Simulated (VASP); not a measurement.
# SnH5 (I4/mmm) in VASP: relaxation of cell and atoms with PBE

Aim: the relaxation of cell and atoms of SnH5 with PBE.

Program: VASP 6.6.1. These are calculated values, not measurements. Logs are shortened: lines on timing, memory, paths and dates and some standing lists are left out, and cuts for length are marked.

## (1) The cell of the first run

The structure is tetragonal, space group I4/mmm (No. 139). Conventional cell: a = 4.570 Å, b = 4.570 Å, c = 5.118 Å, α = 90.00°, β = 90.00°, γ = 90.00°. Within 2.6 Å of Sn (site symmetry 4/mmm) lie 6 H at 1.88 to 2.56 Å. Within 1.8 Å of H (site symmetry m2m) lie 1 H at 1.36 Å. Within 1.8 Å of H (site symmetry 4/mmm) lie 4 H at 1.36 Å.

The cell was generated, and may not be a known phase.

## (2) Relaxation of cell and atoms, PBE

INCAR

```
PREC = Accurate
ENCUT = 600
EDIFF = 1E-6
ISMEAR = 0
SIGMA = 0.1
LREAL = False
LASPH = True
NELM = 60
ALGO = Normal
ISIF = 3
LWAVE = False
LCHARG = False
GGA = PE
IBRION = 2
NSW = 100
EDIFFG = -0.01
```

KPOINTS

```
regular mesh
0
Gamma
  12 12 12
```

POSCAR

```
SnH5
1.0
   -2.2848259547      2.2848259547      2.5587638383
    2.2848259547     -2.2848259547      2.5587638383
    2.2848259547      2.2848259547     -2.5587638383
Sn H
1 5
Direct
    0.5000000000      0.5000000000      0.0000000000
    0.2097100245      0.2097100245      0.4194200490
    0.7902899755      0.7902899755      0.5805799510
    0.2097100245      0.7902899755      0.0000000000
    0.7902899755      0.2097100245      0.0000000000
    0.0000000000      0.0000000000      0.0000000000
```

Potentials or basis: VASP PAW PBE potentials, release 64 (Sn_d, H).

The run is started by

```
> cat potpaw_PBE.64/Sn_d/POTCAR potpaw_PBE.64/H/POTCAR > POTCAR
> mpirun -np 1 vasp_std > vasp.out
```

OUTCAR:

```text
PREC = Accurate
   ENCUT = 600
   EDIFF = 1E-6
   ISMEAR = 0
   LREAL = False
   LASPH = True
   NELM = 60
   ISIF = 3
   GGA = PE
   IBRION = 2
   NSW = 100
   EDIFFG = -0.01

 ion  position               nearest neighbor table
   1  0.500  0.500  0.000-   3 1.88   2 1.88   5 1.88   4 1.88
   2  0.210  0.210  0.419-   1 1.88
   3  0.790  0.790  0.581-   1 1.88
   4  0.210  0.790  0.000-   1 1.88
   5  0.790  0.210  0.000-   1 1.88
   6  0.000  0.000  0.000-

  LATTYP: Found a body centered tetragonal cell.
 ALAT       =     4.5696519094
 C/A-ratio  =     1.1198944204

  Lattice vectors:

 A1 = (  -2.2848259547,   2.2848259547,   2.5587638383)
 A2 = (   2.2848259547,  -2.2848259547,   2.5587638383)
 A3 = (   2.2848259547,   2.2848259547,  -2.5587638383)

Analysis of symmetry for initial positions (statically):
=====================================================================
 Subroutine PRICEL returns:
 Original cell was already a primitive cell.

 Routine SETGRP: Setting up the symmetry group for a
 body centered tetragonal supercell.

 Subroutine GETGRP returns: Found 16 space group operations
 (whereof 16 operations were pure point group operations)
 out of a pool of 16 trial point group operations.

The static configuration has the point symmetry D_4h.

Analysis of symmetry for dynamics (positions and initial velocities):
=====================================================================
 Subroutine PRICEL returns:
 Original cell was already a primitive cell.

 Routine SETGRP: Setting up the symmetry group for a
 body centered tetragonal supercell.

 Subroutine GETGRP returns: Found 16 space group operations
 (whereof 16 operations were pure point group operations)
 out of a pool of 16 trial point group operations.

The dynamic configuration has the point symmetry D_4h.

 Subroutine INISYM returns: Found 16 space group operations
 (whereof 16 operations are pure point group operations),
 and found     1 'primitive' translations

----------------------------------------------------------------------------------------

                                     Primitive cell

  volume of cell :      53.4314

  direct lattice vectors                    reciprocal lattice vectors
    -2.284825955  2.284825955  2.558763838     0.000000000  0.218835049  0.195406857
     2.284825955 -2.284825955  2.558763838     0.218835049  0.000000000  0.195406857
     2.284825955  2.284825955 -2.558763838     0.218835049  0.218835049  0.000000000
[... 122 lines left out ...]
   LRPA    =     F    only Hartree local field effects (RPA)
 conjugate gradient relaxation of ions
 non-spin polarized calculation
 Gauss-broadening in eV      SIGMA  =   0.10
  energy-cutoff  :      600.00
  volume of cell :       53.43
 maximum number of plane-waves:      1806
 NGX is ok and might be reduce to    36
   NGX = 17   NGY = 17   NGZ = 17

--------------------------------------- Ionic step        1  -------------------------------------------

 number of electron      19.0000002 magnetization

 Free energy of the ion-electron system (eV)
  ---------------------------------------------------
  ext. energy  EPLUGINS =         0.00000000
  ---------------------------------------------------
  free energy    TOTEN  =       -16.51983055 eV

  energy without entropy =      -16.51384757  energy(sigma->0) =      -16.51683906

------------------------ aborting loop because EDIFF is reached ----------------------------------------

  FORCE on cell =-STRESS in cart. coord.  units (eV):
  Direction    XX          YY          ZZ          XY          YZ          ZX
  --------------------------------------------------------------------------------------
  -------------------------------------------------------------------------------------
  Total        0.1818090      0.1818090     -0.1106502      0.0000000     -0.0000000     -0.0000000
  in kB        5.4516704      5.4516704     -3.3179243      0.0000000     -0.0000000     -0.0000000
  external PRESSURE =       2.5284722 kB  Pullay stress =       0.0000000 kB
[... 101 lines left out ...]
  FREE ENERGIE OF THE ION-ELECTRON SYSTEM (eV)
  ---------------------------------------------------
  free  energy   TOTEN  =       -16.5205079991 eV

  energy  without entropy=      -16.5145954182  energy(sigma->0) =      -16.51755171

[... ionic steps 4 to 19 ...]

--------------------------------------- Ionic step       20  -------------------------------------------

 number of electron      19.0000002 magnetization

------------------------ aborting loop because EDIFF is reached ----------------------------------------
[... 75 lines left out ...]
--------------------------------------- Ionic step       22  -------------------------------------------

 number of electron      19.0000003 magnetization

 Free energy of the ion-electron system (eV)
  ---------------------------------------------------
  ext. energy  EPLUGINS =         0.00000000
  ---------------------------------------------------
  free energy    TOTEN  =       -16.52773636 eV

  energy without entropy =      -16.52203772  energy(sigma->0) =      -16.52488704

 E-fermi :   3.6559     XC(G=0):  -9.2335

 val. band max:        3.6217467540   @ k =   0.5000   0.5000   0.2500
 cond. band min:       3.6590864302   @ k =  -0.2500   0.2500   0.1667
 fundamental gap:      0.0373396762
 Fermi energy:         3.6559452449

 k-point     1 :       0.0000    0.0000    0.0000
  band No.  band energies     occupation
      1     -18.0268      2.00000
      2     -17.9251      2.00000
      3     -17.9251      2.00000
      4     -17.8420      2.00000
      5     -17.6968      2.00000
      6      -7.8177      2.00000
      7       1.2525      2.00000
      8       1.2525      2.00000
      9       2.1529      2.00000
     10       3.4073      1.99956
     11       5.9581      0.00000
     12       7.9752      0.00000
     13       7.9752      0.00000
[... 354 lines left out ...]
  band No.  band energies     occupation
      1     -18.0346      2.00000
      2     -17.9218      2.00000
      3     -17.9117      2.00000
      4     -17.8306      2.00000
      5     -17.6986      2.00000
      6      -6.2305      2.00000
      7      -2.6461      2.00000
      8      -0.1108      2.00000
      9       1.0710      2.00000
     10       4.6809      0.00000
     11       5.4378      0.00000
     12       6.8066      0.00000
     13      10.8306      0.00000

 [... further k-points ...]
[... 5 lines left out ...]
  --------------------------------------------------------------------------------------
  -------------------------------------------------------------------------------------
  Total        0.0334577      0.0334577     -0.0200694      0.0000000     -0.0000000     -0.0000000
  in kB        1.0071606      1.0071606     -0.6041381      0.0000000     -0.0000000     -0.0000000
  external PRESSURE =       0.4700610 kB  Pullay stress =       0.0000000 kB
[... 21 lines left out ...]
  FREE ENERGIE OF THE ION-ELECTRON SYSTEM (eV)
  ---------------------------------------------------
  free  energy   TOTEN  =       -16.5277363603 eV

  energy  without entropy=      -16.5220377226  energy(sigma->0) =      -16.52488704

 reached required accuracy - stopping structural energy minimisation
```

OSZICAR:

```text
N       E                     dE             d eps       ncg     rms          rms(c)
DAV:   1     0.102738831013E+03    0.10274E+03   -0.98958E+03  4263   0.187E+03
DAV:   2    -0.791607783867E+01   -0.11065E+03   -0.10813E+03  4438   0.386E+02
DAV:   3    -0.170090047338E+02   -0.90929E+01   -0.89360E+01  5228   0.101E+02
DAV:   4    -0.172216329384E+02   -0.21263E+00   -0.21233E+00  4818   0.170E+01
[... 168 lines left out ...]
DAV:   1    -0.165279051291E+02   -0.27551E-03   -0.13212E-02  4553   0.121E+00    0.758E-02
DAV:   2    -0.165278052776E+02    0.99852E-04   -0.60252E-04  4838   0.259E-01    0.450E-02
DAV:   3    -0.165277382835E+02    0.66994E-04   -0.14200E-04  6270   0.146E-01    0.740E-03
DAV:   4    -0.165277369439E+02    0.13396E-05   -0.13668E-05  4878   0.438E-02    0.483E-03
DAV:   5    -0.165277363603E+02    0.58361E-06   -0.14379E-06  3250   0.147E-02
  22 F= -.16527736E+02 E0= -.16524887E+02  d E =-.331705E-03
```

Wall time 9.3 min (1 thread of Intel Xeon 6975P-C (Granite Rapids), shared host); peak memory 0.33 GiB.

Results:

```
Free energy                           : -16.5277 eV
Relaxed volume                        : 8.87 Å³/atom
Relaxed cell                          : a = 4.106 Å, b = 4.106 Å, c = 4.106 Å, α = 110.50°, β = 110.50°, γ = 107.44°
Space group after relaxing (to 0.1 Å) : I4/mmm (No. 139)
Energy gained by relaxing             : 1.3 meV/atom
Ionic steps                           : 22
Pressure after relaxing               : 0.0 GPa
Largest force after relaxing          : 0.005 eV/Å
Band gap on the k mesh                : zero (an odd number of electrons rules out a gap without spin polarisation)
```

Forces on the atoms (eV/Å):
```
Sn   0.000  0.000  0.000
H    0.004  0.004  0.000
H   -0.004 -0.004  0.000
H   -0.004  0.004  0.000
H    0.004 -0.004  0.000
H    0.000  0.000  0.000
```

Step by step:
| step | energy change (eV) | largest force (eV/Å) | pressure (GPa) | volume (Å³) |
| --- | --- | --- | --- | --- |
| 1 | 0.0000 | 0.0082 | 0.25 | 53.43 |
| 2 | -0.0005 | 0.0069 | 0.06 | 53.54 |
| 3 | -0.0007 | 0.0228 | -0.15 | 53.66 |
| 4 | -0.0009 | 0.0217 | -0.13 | 53.62 |
| 5 | -0.0016 | 0.0190 | -0.08 | 53.50 |
| 6 | -0.0026 | 0.0138 | 0.06 | 53.26 |
| 7 | -0.0038 | 0.0059 | 0.43 | 52.77 |
| 8 | -0.0019 | 0.0025 | 1.23 | 51.75 |
| 9 | -0.0043 | 0.0043 | 0.64 | 52.56 |
| 10 | -0.0045 | 0.0022 | 0.93 | 52.16 |
| 11 | -0.0046 | 0.0032 | 0.78 | 52.35 |
| 12 | -0.0048 | 0.0049 | 0.78 | 52.35 |
| 13 | -0.0053 | 0.0103 | 0.72 | 52.36 |
| 14 | -0.0058 | 0.0213 | 0.60 | 52.38 |
| 15 | -0.0058 | 0.0239 | 0.59 | 52.38 |
| 16 | -0.0061 | 0.0247 | 0.49 | 52.46 |
| 17 | -0.0069 | 0.0270 | 0.33 | 52.67 |
| 18 | -0.0076 | 0.0316 | -0.03 | 53.11 |
| 19 | -0.0076 | 0.0330 | -0.21 | 53.25 |
| 20 | -0.0076 | 0.0325 | -0.12 | 53.19 |
| 21 | -0.0078 | 0.0207 | -0.08 | 53.20 |
| 22 | -0.0079 | 0.0050 | 0.05 | 53.22 |

Final structure:
```xyz
6
Lattice="-2.3403 2.3403 2.4294 2.3403 -2.3403 2.4294 2.3403 2.3403 -2.4294" Properties=species:S:1:pos:R:3 pbc="T T T"
Sn    0.0000    0.0000    2.4294
H     1.0204    1.0204    0.0000
H     1.3199    1.3199    2.4294
H     1.3199   -1.3199    2.4294
H    -1.3199    1.3199    2.4294
H     2.3403   -2.3403    2.4294
```

Caveat: spin-orbit coupling is left out, which moves the levels of the heavy elements.

The gap in the log of VASP goes by the Fermi energy; the results here count the filled bands.